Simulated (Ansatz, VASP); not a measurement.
## BeCd2S3: VASP beside Ansatz

```xyz
12
Lattice="3.3810 -5.9657 -0.0048 3.3810 5.9657 -0.0048 -2.0426 0.0000 6.3603" Properties=species:S:1:pos:R:3 pbc="T T T"
Be    2.3720    5.0633    3.2154
Be    3.3933   -5.0633    0.0353
Cd    2.3888    1.0238    3.1859
Cd    2.3366   -3.1046    3.1790
Cd    3.4101   -1.0238    0.0057
Cd    1.3153    3.1046    6.3592
S     1.0145   -1.0177    3.8337
S     4.7375    0.7269    4.1973
S     1.3882    3.2879    3.8250
S     2.0358    1.0177    0.6536
S     5.7588   -0.7269    1.0171
S     2.4096   -3.2879    0.6448
```

Alike in both runs: functional PBE; k mesh 6 × 6 × 4; occupations gaussian, width 0.02 eV; no spin polarisation.

Ansatz relaxed the structure, and its values are those at the end. VASP's run is a single point on that final structure, the one shown.

```csv
,VASP,Ansatz
version,VASP 6.6.1,Ansatz 0.2.0
potentials or method,"VASP PAW PBE potentials, release 64 (Be, Cd, S), cutoff 520 eV","scalar-relativistic, plane waves, PAW"
valence electrons in the cell,88,120
```

```tsv
	VASP	Ansatz	Ansatz less VASP
gap on the k mesh at the Fermi level (eV)	1.84	1.82	-0.011
least direct gap on the mesh (eV)	1.84	1.82	-0.011
pressure (GPa)	0.2	0.0	-0.26
rms of the force components (eV/Å)	0.015	0.003	-0.0127
```

VASP's potentials hold 88 valence electrons a cell and Ansatz's 120, so a difference there can come from the potentials and not from the codes.
